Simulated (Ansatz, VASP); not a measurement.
**Mn: VASP beside Ansatz**

The input INCAR:

```
SYSTEM = Mn
PREC     = Accurate       ! precision mode
ENCUT    = 600            ! plane-wave cutoff, eV
EDIFF    = 1E-6           ! SCF threshold, eV
ISMEAR   = -1             ! smearing method
SIGMA    = 0.05           ! smearing width, eV
LREAL    = .False.        ! projectors in reciprocal space
LASPH    = .True.         ! aspherical terms in the spheres
NELM     = 200            ! most SCF steps
ALGO     = Normal         ! electronic algorithm
ISIF     = 2              ! what is computed and relaxed
LWAVE    = .False.        ! write WAVECAR
LCHARG   = .True.         ! write CHGCAR
ISPIN    = 2              ! spin polarisation
MAGMOM   = 3 3            ! initial moments
LORBIT   = 11             ! projections on sites
NUPDOWN  = 6.0            ! fixed moment
LMAXMIX  = 4              ! l up to which the mixer works
GGA      = PS             ! functional
LELF     = .True.         ! ELF
LVHAR    = .True.       
NBANDS   = 26             ! bands
GGA_COMPAT= .False.
```

Contents of KPOINTS:

```
regular mesh
0
Gamma
  10 10 6
  0 0 0
```

The input POSCAR:

```
Mn
1.0
    2.4836457705      0.0000000000      0.0000000000
   -1.2418228853      2.1509003313      0.0000000000
    0.0000000000      0.0000000000      4.0261950000
Mn
2
Direct
    0.3333333333      0.6666666667      0.2500000000
    0.6666666667      0.3333333333      0.7500000000
```

Contents of input.yaml:

```yaml
crystal:
  lattice:
    - [2.4836457705, 0.0, 0.0]
    - [-1.2418228853, 2.1509003313, 0.0]
    - [0.0, 0.0, 4.026195]
  atoms:
    - { symbol: Mn, position: [0.3333333333, 0.6666666667, 0.25], spin: 3.0 }
    - { symbol: Mn, position: [0.6666666667, 0.3333333333, 0.75], spin: 3.0 }
hamiltonian:
  xc: pbesol
  pseudopotentials: { kind: paw }
magnetization:
  spin_polarized: true
  initial_magnetization: 6.0
  spin_locking: { lock_magnetization: hard }
kpoints:
  mp_grid: { grid: [10, 10, 6] }
scf:
  occupations: { method: fermi_dirac, width: 0.05 }
  lower_state_search: "off"
output:
  forces: true
  stress: true
  eigenvalues: true
```

Alike in both runs: task single point; functional PBEsol; k mesh 10 × 10 × 6; occupations fermi-dirac, width 0.05 eV; collinear spin; fixed moment 6 μB.

```csv
,VASP,Ansatz
version,VASP 6.6.1,Ansatz 0.2.0
potentials or method,"VASP PAW PBE potentials, release 64 (Mn_sv)",Ansatz PAW
plane-wave cutoff (eV),600,420
valence electrons in the cell,30,30
```

Ansatz gave:

* net moment per atom (μB): 3.00
* size of the moment on the site where the two differ most (μB): 2.82

Question: Which values does VASP return?

Answer: net moment per atom (μB): 3.00; size of the moment on the site where the two differ most (μB): 2.74.

VASP's potentials were made for PBE, not for PBEsol. Site moments also hang on the region over which each program counts them. The functional is the same, so the differences come from potentials, cutoffs and numerics.
